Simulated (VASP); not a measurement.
# SnO2 (P2_1) in VASP: single point with PBEsol+D3(BJ)

Aim: the single point of SnO2 with PBEsol+D3(BJ).

Everything below comes from runs of VASP 6.6.1. Logs are shortened: lines on timing, memory, paths and dates and some standing lists are left out, and cuts for length are marked.

## 1. The cell of the first run

The structure is monoclinic, space group P2_1 (No. 4). Conventional cell: a = 3.178 Å, b = 10.113 Å, c = 3.178 Å, α = 90.00°, β = 120.00°, γ = 90.00°. Within 2.8 Å of Sn (site symmetry 1) lie 6 O at 2.08 to 2.10 Å. Within 2.8 Å of O (site symmetry 1) lie 3 Sn at 2.08 to 2.10 Å and 3 O at 2.73 Å. O (site symmetry 1) has 3 Sn at 2.09 to 2.10 Å and 3 O at 2.73 Å within 2.8 Å.

## 2. Single point, PBEsol+D3(BJ)

INCAR

```
SYSTEM = SnO2
ALGO = Normal
EDIFF = 1E-6
ENCUT = 600
GGA = PS
GGA_COMPAT = .False.
ISIF = 2
ISMEAR = 0
IVDW = 12
LASPH = .True.
LCHARG = .False.
LREAL = .False.
LWAVE = .False.
NBANDS = 35
NELM = 120
PREC = Accurate
SIGMA = 0.05
```

KPOINTS

```
k-points
0
Gamma
  12 12 4
  0 0 0
```

POSCAR

```
SnO2
1.0
    3.1779419946      0.0000000000      0.0000000000
   -1.5889709973      2.7521784991      0.0000000000
    0.0000000000      0.0000000000     10.1134263721
Sn O
2 4
Direct
   -0.2698478984     -0.1500042777      0.5000000000
    0.2698478984      0.1500042777      0.0000000000
    0.3929874871      0.1811993056      0.4003665319
    0.9403458462      0.4854673610      0.0996334681
    0.0596541538      0.5145326390      0.5996334681
    0.6070125129      0.8188006944      0.9003665319
```

Potentials or basis: VASP PAW PBE potentials, release 64 (Sn_d, O).

The run is started by

```console
$ cat potpaw_PBE.64/Sn_d/POTCAR potpaw_PBE.64/O/POTCAR > POTCAR
$ mpirun -np 1 vasp_std > vasp.out
```

OUTCAR:

```text
SYSTEM = SnO2
   EDIFF = 1E-6
   ENCUT = 600
   GGA = PS
   ISIF = 2
   ISMEAR = 0
   IVDW = 12
   LASPH = .True.
   LREAL = .False.
   NELM = 120
   PREC = Accurate
 IVDW          = 12

 ion  position               nearest neighbor table
   1  0.730  0.850  0.500-   3 2.08   5 2.09   5 2.09   3 2.10   3 2.10   5 2.10
   2  0.270  0.150  0.000-   6 2.08   4 2.09   4 2.09   6 2.10   6 2.10   4 2.10
   3  0.393  0.181  0.400-   1 2.08   1 2.10   1 2.10
   4  0.940  0.485  0.100-   2 2.09   2 2.09   2 2.10
   5  0.060  0.515  0.600-   1 2.09   1 2.09   1 2.10
   6  0.607  0.819  0.900-   2 2.08   2 2.10   2 2.10

  LATTYP: Found a hexagonal cell.
 ALAT       =     3.1779419946
 C/A-ratio  =     3.1823823057

  Lattice vectors:

 A1 = (   3.1779419946,   0.0000000000,   0.0000000000)
 A2 = (  -1.5889709973,   2.7521784991,   0.0000000000)
 A3 = (   0.0000000000,   0.0000000000,  10.1134263721)

Analysis of symmetry for initial positions (statically):
=====================================================================
 Subroutine PRICEL returns:
 Original cell was already a primitive cell.

 Routine SETGRP: Setting up the symmetry group for a
 hexagonal supercell.

 Subroutine GETGRP returns: Found  2 space group operations
 (whereof  1 operations were pure point group operations)
 out of a pool of 24 trial point group operations.

The static configuration has the point symmetry C_1 .
 The point group associated with its full space group is C_2 .

Analysis of symmetry for dynamics (positions and initial velocities):
=====================================================================
 Subroutine PRICEL returns:
 Original cell was already a primitive cell.

 Routine SETGRP: Setting up the symmetry group for a
 hexagonal supercell.

 Subroutine GETGRP returns: Found  2 space group operations
 (whereof  1 operations were pure point group operations)
 out of a pool of 24 trial point group operations.

The dynamic configuration has the point symmetry C_1 .
 The point group associated with its full space group is C_2 .

 Subroutine INISYM returns: Found  2 space group operations
 (whereof  1 operations are pure point group operations),
 and found     1 'primitive' translations

----------------------------------------------------------------------------------------

                                     Primitive cell

  volume of cell :      88.4547

  direct lattice vectors                    reciprocal lattice vectors
     3.177941995  0.000000000  0.000000000     0.314669054  0.181674263  0.000000000
    -1.588970997  2.752178499  0.000000000     0.000000000  0.363348526  0.000000000
     0.000000000  0.000000000 10.113426372     0.000000000  0.000000000  0.098878458

  length of vectors
     3.177941995  3.177941995 10.113426372     0.363348526  0.363348526  0.098878458

  position of ions in fractional coordinates (direct lattice)
     0.730152102  0.849995722  0.500000000
     0.269847898  0.150004278  0.000000000
     0.392987487  0.181199306  0.400366532
     0.940345846  0.485467361  0.099633468
     0.059654154  0.514532639  0.599633468
     0.607012513  0.818800694  0.900366532

  ion indices of the primitive-cell ions
   primitive index   ion index
                 1           1
                 2           2
                 3           3
                 4           4
                 5           5
                 6           6

----------------------------------------------------------------------------------------

 KPOINTS: k-points

Automatic generation of k-mesh.
 Grid dimensions read from file:
 generate k-points for:   12   12    4

 Generating k-lattice:

  Cartesian coordinates                     Fractional coordinates (reciprocal lattice)
     0.026222421  0.015139522  0.000000000     0.083333333 -0.000000000  0.000000000
     0.000000000  0.030279044  0.000000000     0.000000000  0.083333333  0.000000000
     0.000000000  0.000000000  0.024719614     0.000000000  0.000000000  0.250000000

  Length of vectors
     0.030279044  0.030279044  0.024719614

  Shift w.r.t. Gamma in fractional coordinates (k-lattice)
     0.000000000  0.000000000  0.000000000

 Subroutine IBZKPT returns following result:
 ===========================================

 Found    222 irreducible k-points:

 Following reciprocal coordinates:
            Coordinates               Weight
  0.000000  0.000000  0.000000      1.000000
  0.083333  0.000000  0.000000      2.000000
  0.000000  0.083333  0.000000      2.000000
 -0.083333  0.083333  0.000000      2.000000
  0.166667  0.000000  0.000000      2.000000
  0.000000  0.166667  0.000000      2.000000
[... 16 lines left out ...]
  0.166667  0.083333  0.000000      2.000000
 -0.083333  0.250000  0.000000      2.000000
 [... further k-points ...]
   k-points           NKPTS =    222   k-points in BZ     NKDIM =    222   number of bands    NBANDS=     35
   number of dos      NEDOS =    301   number of ions     NIONS =      6
   total plane-waves  NPLWV =  65856
   dimension x,y,z NGX =    28 NGY =   28 NGZ =   84
   dimension x,y,z NGXF=    56 NGYF=   56 NGZF=  168
   ions per type =               2   4
   NGX,Y,Z   is equivalent  to a cutoff of  14.65, 14.65, 13.81 a.u.
   NGXF,Y,Z  is equivalent  to a cutoff of  29.29, 29.29, 27.62 a.u.
 SYSTEM =  SnO2
   PREC   = accura    normal or accurate (medium, high low for compatibility)
   ISTART =      0    job   : 0-new  1-cont  2-samecut
   ICHARG =      2    charge: 1-file 2-atom 10-const
   ISPIN  =      1    spin polarized calculation?
   LNONCOLLINEAR =      F non collinear calculations
   LSORBIT =      F    spin-orbit coupling
   LASPH  =      T    aspherical Exc in radial PAW
   ENCUT  =  600.0 eV  44.10 Ry    6.64 a.u.   6.35  6.35 20.20*2*pi/ulx,y,z
   NELM   =    120;   NELMIN=  2; NELMDL= -5     # of ELM steps
   EDIFF  = 0.1E-05   stopping-criterion for ELM
   LREAL  =      F    real-space projection
   EDIFFG = 0.1E-04   stopping-criterion for IOM
   NSW    =      0    number of steps for IOM
   IBRION =     -1    ionic relax: 0-MD 1-quasi-New 2-CG
   NFREE  =      0    steps in history (QN), initial steepest desc. (CG)
   ISIF   =      2    stress and relaxation
   ISYM   =      2    0-nonsym 1-usesym 2-fastsym
   POTIM  = 0.5000    time-step for ionic-motion
   TEBEG  =    0.0;   TEEND  =   0.0 temperature during run
   PSTRESS=    0.0 pullay stress
   NELECT =      52.0000    total number of electrons
   NUPDOWN=      -1.0000    fix difference up-down
   EMIN   =  10.00;   EMAX   =-10.00  energy-range for DOS
   EFERMI =   0.00;   METHOD = LEGACY
   ISMEAR =     0;   SIGMA  =   0.05  broadening in eV -4-tet -1-fermi 0-gaus
   EFERMI_NEDOS =   21; number of points for ismear=-14 and -15
   IALGO  =     38    algorithm
   IMIX   =      4    mixing-type and parameters
     AMIX     =   0.40;   BMIX     =  1.00
     AMIX_MAG =   1.60;   BMIX_MAG =  1.00
  volume/ion in A,a.u.               =      14.74        99.49
  Fermi-wavevector in a.u.,A,eV,Ry     =   1.371415  2.591599 25.589564  1.880780
  Thomas-Fermi vector in A             =   2.497114
   LORBIT       =      0    0 simple, 1 ext, 2 COOP (PROOUT), +10 PAW based schemes
   GGA     = PS    functional components
   LHFCALC =     F    Hartree Fock is set to
   AEXX    =    0.0000 exact exchange contribution
   IVDW    =    12    specifies the selected vdW correction
   LEPSILON=     F    determine dielectric tensor
   LRPA    =     F    only Hartree local field effects (RPA)
 non-spin polarized calculation
 Gauss-broadening in eV      SIGMA  =   0.05
  energy-cutoff  :      600.00
  volume of cell :       88.45
 maximum number of plane-waves:      2980
 NGX is ok and might be reduce to    28
   NGX = 13   NGY = 13   NGZ = 41

 number of electron      52.0000003 magnetization

 Free energy of the ion-electron system (eV)
  ---------------------------------------------------
  ext. energy  EPLUGINS =         0.00000000
  ---------------------------------------------------
  free energy    TOTEN  =       -38.58434043 eV

  energy without entropy =      -38.58434043  energy(sigma->0) =      -38.58434043

 E-fermi :   3.1213     XC(G=0):  -9.9771

 val. band max:        2.8561335891   @ k =  -0.2500   0.4167   0.0000
 cond. band min:       5.1840150015   @ k =   0.0000   0.0000   0.0000
 fundamental gap:      2.3278814123
 Fermi energy:         3.1212779297

 k-point     1 :       0.0000    0.0000    0.0000
  band No.  band energies     occupation
      1     -17.0283      2.00000
      2     -17.0266      2.00000
      3     -16.7362      2.00000
      4     -16.7361      2.00000
      5     -16.7358      2.00000
      6     -16.7358      2.00000
[... 27 lines left out ...]
     34      14.3540      0.00000
     35      14.3697      0.00000

 k-point     2 :       0.0833    0.0000    0.0000
  band No.  band energies     occupation
      1     -16.9922      2.00000
      2     -16.9908      2.00000
      3     -16.8028      2.00000
      4     -16.8021      2.00000
      5     -16.7181      2.00000
      6     -16.7181      2.00000
[... 27 lines left out ...]
     34      14.4991      0.00000
     35      14.5372      0.00000

 k-point     3 :       0.0000    0.0833    0.0000
  band No.  band energies     occupation
      1     -16.9922      2.00000
      2     -16.9909      2.00000
      3     -16.8028      2.00000
      4     -16.8021      2.00000
      5     -16.7181      2.00000
      6     -16.7180      2.00000
[... 27 lines left out ...]
     34      14.4916      0.00000
     35      14.5378      0.00000
[... 723 lines left out ...]
 k-point    23 :       0.1667    0.0833    0.0000
  band No.  band energies     occupation
      1     -17.1412      2.00000
      2     -17.1385      2.00000
      3     -16.8445      2.00000
      4     -16.8441      2.00000
      5     -16.6225      2.00000
      6     -16.6225      2.00000
[... 27 lines left out ...]
     34      14.7855      0.00000
     35      15.0327      0.00000

 k-point    24 :      -0.0833    0.2500    0.0000
  band No.  band energies     occupation
      1     -17.1414      2.00000
      2     -17.1384      2.00000
      3     -16.8448      2.00000
      4     -16.8442      2.00000
      5     -16.6222      2.00000
      6     -16.6221      2.00000
[... 27 lines left out ...]
     34      14.7312      0.00000
     35      15.0278      0.00000

 [... further k-points ...]

------------------------ aborting loop because EDIFF is reached ----------------------------------------

 Edisp (eV)   -0.92343

 E8    (eV) :    -0.5813

  FORCE on cell =-STRESS in cart. coord.  units (eV):
  Direction    XX          YY          ZZ          XY          YZ          ZX
  --------------------------------------------------------------------------------------
  -------------------------------------------------------------------------------------
  Total       0.60909     0.59102    -0.85448     0.05570     0.00000     0.00000
  in kB      11.03238    10.70512   -15.47720     1.00893     0.00000     0.00000
  external pressure =        2.09 kB  Pullay stress =        0.00 kB

 VOLUME and BASIS-vectors are now :
 -----------------------------------------------------------------------------
  energy-cutoff  :      600.00
  volume of cell :       88.45
      direct lattice vectors                 reciprocal lattice vectors
     3.177941995  0.000000000  0.000000000     0.314669054  0.181674263  0.000000000
    -1.588970997  2.752178499  0.000000000     0.000000000  0.363348526  0.000000000
     0.000000000  0.000000000 10.113426372     0.000000000  0.000000000  0.098878458

 POSITION                                       TOTAL-FORCE (eV/Angst)
 -----------------------------------------------------------------------------------
      0.96976      2.33934      5.05671        -0.140429     -0.093188      0.016438
      0.61921      0.41284      0.00000         0.140429      0.093188      0.016438
      0.96097      0.49869      4.04908         0.054455      0.040477     -0.130529
      2.21697      1.33609      1.00764        -0.060493     -0.040376      0.114091
     -0.62800      1.41609      6.06435         0.060493      0.040376      0.114091
      0.62800      2.25349      9.10579        -0.054455     -0.040477     -0.130529
 -----------------------------------------------------------------------------------
    total drift:                               -0.000000     -0.000000      0.000359

  FREE ENERGIE OF THE ION-ELECTRON SYSTEM (eV)
  ---------------------------------------------------
  free  energy   TOTEN  =       -39.5077751269 eV

  energy  without entropy=      -39.5077751269  energy(sigma->0) =      -39.50777513
```

Wall time 17 min (1 thread of Intel Xeon Platinum 8259CL at 2.50GHz (Skylake/Cascade Lake), shared host); peak memory 0.73 GiB.

Results:

- Free energy: -39.5078 eV
- Pressure: 0.2 GPa
- Largest force: 0.169 eV/Å
- Band gap on the k mesh: 2.33 eV (least direct gap 2.63 eV)
- Dispersion energy per atom: -0.154 eV

Forces in eV/Å, atoms in the order of the input:
```
Sn  -0.140 -0.093  0.016
Sn   0.140  0.093  0.016
O    0.054  0.040 -0.131
O   -0.060 -0.040  0.114
O    0.060  0.040  0.114
O   -0.054 -0.040 -0.131
```

Levels at points of the mesh, in eV from the valence-band top:
```
           k point  band 23  band 24  band 25  band 26  band 27  band 28  band 29  band 30
(0.00, 0.00, 0.00)    -0.79    -0.78    -0.77    -0.31     2.33     3.31     5.73     5.91
(0.50, 0.00, 0.00)    -0.49    -0.42    -0.23    -0.20     5.58     5.59     7.39     7.45
(0.00, 0.50, 0.00)    -0.48    -0.43    -0.35    -0.09     5.55     5.62     7.26     7.63
(0.50, 0.50, 0.00)    -0.49    -0.42    -0.39    -0.06     5.55     5.63     7.22     7.69
(0.00, 0.00, 0.50)    -0.79    -0.79    -0.75    -0.75     2.84     2.84     5.84     5.84
(0.50, 0.00, 0.50)    -0.46    -0.46    -0.24    -0.24     5.59     5.59     7.41     7.41
(0.00, 0.50, 0.50)    -0.46    -0.46    -0.23    -0.23     5.60     5.60     7.43     7.43
(0.50, 0.50, 0.50)    -0.45    -0.45    -0.22    -0.22     5.60     5.60     7.44     7.44
```

Caveat: the PAW data sets were made with another functional, which shifts forces and pressure a little; spin-orbit coupling is left out, which moves the levels of the heavy elements.
